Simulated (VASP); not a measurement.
Write the native input for VASP 6.6.1 that does the following.

- Task: single point
- Functional: PBE0
- Potentials or basis: VASP PAW PBE potentials, release 64 (C)
- Cutoff: 520 eV
- k mesh: 7 × 7 × 7
- Occupations: fermi-dirac, width 0.05 eV
- Spin: no spin polarisation
- Dipole correction: no
- Grid for exact exchange (PRECFOCK): Normal
- Further INCAR settings: ALGO = Normal; EDIFF = 1e-06; NBANDS = 11

Crystal: C.

```xyz
2
Lattice="0.0000 1.8183 1.8183 1.8183 0.0000 1.8183 1.8183 1.8183 0.0000" Properties=species:S:1:pos:R:3 pbc="T T T"
C     2.7275    2.7275    2.7275
C     1.8183    1.8183    1.8183
```

One way to write it, as run:

POSCAR

```
C
1.0
    0.0000000000      1.8183469191      1.8183469191
    1.8183469191      0.0000000000      1.8183469191
    1.8183469191      1.8183469191      0.0000000000
C
2
Direct
    0.7500000000      0.7500000000      0.7500000000
    0.5000000000      0.5000000000      0.5000000000
```

INCAR.step1

```
  ALGO = Normal
  EDIFF = 1E-5
  ENCUT = 520
  GGA = PE
  ISIF = 2
  ISMEAR = -1
  LASPH = True
  LREAL = False
  LWAVE = True
  NBANDS = 11
  NELM = 100
  PREC = Accurate
  SIGMA = 0.05
```

INCAR.step2

```
  AEXX = 0.25
  ALGO = Normal
  EDIFF = 1E-6
  ENCUT = 520
  GGA = PE
  ISIF = 2
  ISMEAR = -1
  ISTART = 1
  LASPH = True
  LCHARG = True
  LELF = True
  LHFCALC = True
  LREAL = False
  LVHAR = True
  LWAVE = False
  NBANDS = 11
  NELM = 100
  PREC = Accurate
  PRECFOCK = Normal
  SIGMA = 0.05
```

KPOINTS

```
k-points
0
Gamma
  7 7 7
```

Potentials or basis: VASP PAW PBE potentials, release 64 (C).

Command:

```sh
$ cat potpaw_PBE.64/C/POTCAR > POTCAR
$ cp INCAR.step1 INCAR
$ mpirun -np 1 vasp_std > vasp.out
$ cp INCAR.step2 INCAR
$ mpirun -np 1 vasp_std > vasp.out
```

Results of the run:

```yaml
Pressure: -30.8 GPa
Band_gap_on_the_k_mesh: 6.04 eV, indirect (least direct gap 7.55 eV)
```

Caveat: the k points lie up to 0.43 Å⁻¹ apart; the PAW data sets were made with another functional, which shifts forces and pressure a little.

It took 3.4 min on 1 thread of Intel(R) Xeon(R) Platinum 8488C (Sapphire Rapids), on a shared host, peak memory 0.13 GiB.
